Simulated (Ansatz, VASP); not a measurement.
## Two plane-wave programs on SnSe

```xyz
4
Lattice="4.2193 0.0000 0.0000 0.0000 4.2193 0.0000 0.0000 0.0000 5.9930" Properties=species:S:1:pos:R:3 pbc="T T T"
Sn    2.1097    0.0000    1.4988
Sn    0.0000    2.1097    4.4942
Se    2.1097    0.0000    4.4942
Se    0.0000    2.1097    1.4989
```

Alike in both runs: task single point; functional PBE; k mesh 4 × 4 × 4; no spin polarisation.

|  | VASP | Ansatz |
| --- | --- | --- |
| version | VASP 6.6.1 | Ansatz 0.2.0 |
| potentials or method | VASP PAW PBE potentials, release 64 (Sn_d, Se), cutoff 500 eV | plane waves |
| occupations | gaussian, width 0.01 eV | fixed |
| valence electrons in the cell | 40 | 60 |

```csv
,VASP,Ansatz,Ansatz less VASP
gap on the k mesh at the Fermi level (eV),0.67,0.67,-0.001
pressure (GPa),1.6,1.6,+0.01
"traceless stress, the component that is largest in VASP (GPa)",-0.44,-0.44,+0.001
```

VASP's potentials hold 40 valence electrons a cell and Ansatz's 60, so a difference there can come from the potentials and not from the codes.
